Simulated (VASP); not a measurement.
SiC: single point with r2SCAN

SiC:

```
Si C
1.0
     0.00000    2.17400    2.17400
     2.17400    0.00000    2.17400
     2.17400    2.17400    0.00000
Si C
1 1
Direct
  0.00000 0.00000 0.00000
  0.81037 0.81037 0.68963
```

This cell differs from its parent crystal: all C atoms moved +0.263 Å, as atom 2 along Cartesian [0 0 1].

```yaml
Program: VASP 6.6.1
Task: single point
Functional: r2SCAN
Potentials_or_basis: VASP PAW PBE potentials, release 64 (Si, C)
Cutoff: 520 eV
k_mesh: 12 × 12 × 12
Occupations: gaussian, width 0.05 eV
Spin: no spin polarisation
```

The pressure is 9.3 GPa and the largest force is 4.785 eV/Å. The band gap on the k mesh is 0.52 eV, indirect (least direct gap 4.45 eV).

Forces in eV/Å, atoms in the order of the input:
```
Si   0.000  0.000  4.785
C    0.000  0.000 -4.785
```

Stress tensor (GPa, compression positive):
```
13.54 17.25  0.00
17.25 13.54  0.00
 0.00  0.00  0.78
```

Levels at points of the mesh, in eV from the valence-band top:
| k point | band 1 | band 2 | band 3 | band 4 | band 5 | band 6 | band 7 | band 8 |
| --- | --- | --- | --- | --- | --- | --- | --- | --- |
| (0.00, 0.00, 0.00) | -17.28 | -2.45 | -0.86 | 0.00 | 5.56 | 6.67 | 6.90 | 7.58 |
| (0.50, 0.00, 0.00) | -13.86 | -9.37 | -3.35 | -1.40 | 4.72 | 5.84 | 7.45 | 9.85 |
| (0.00, 0.00, 0.50) | -13.47 | -10.39 | -2.48 | -1.19 | 4.73 | 6.01 | 7.92 | 9.88 |
| (0.50, 0.50, 0.00) | -12.30 | -8.89 | -5.18 | -3.83 | 0.62 | 3.96 | 14.16 | 14.17 |
| (0.00, 0.50, 0.50) | -12.23 | -9.24 | -4.20 | -4.13 | 0.52 | 3.45 | 13.71 | 14.64 |

Run time: 2.4 min on 1 thread of Intel(R) Xeon(R) Platinum 8259CL CPU @ 2.50GHz (Skylake/Cascade Lake), on a shared host, peak memory 0.18 GiB.

Caveat: the cell differs from its parent crystal (all C atoms moved +0.263 Å, as atom 2 along Cartesian [0 0 1]); the PAW data sets were made with another functional, which shifts forces and pressure a little. A k mesh can miss the band edges.
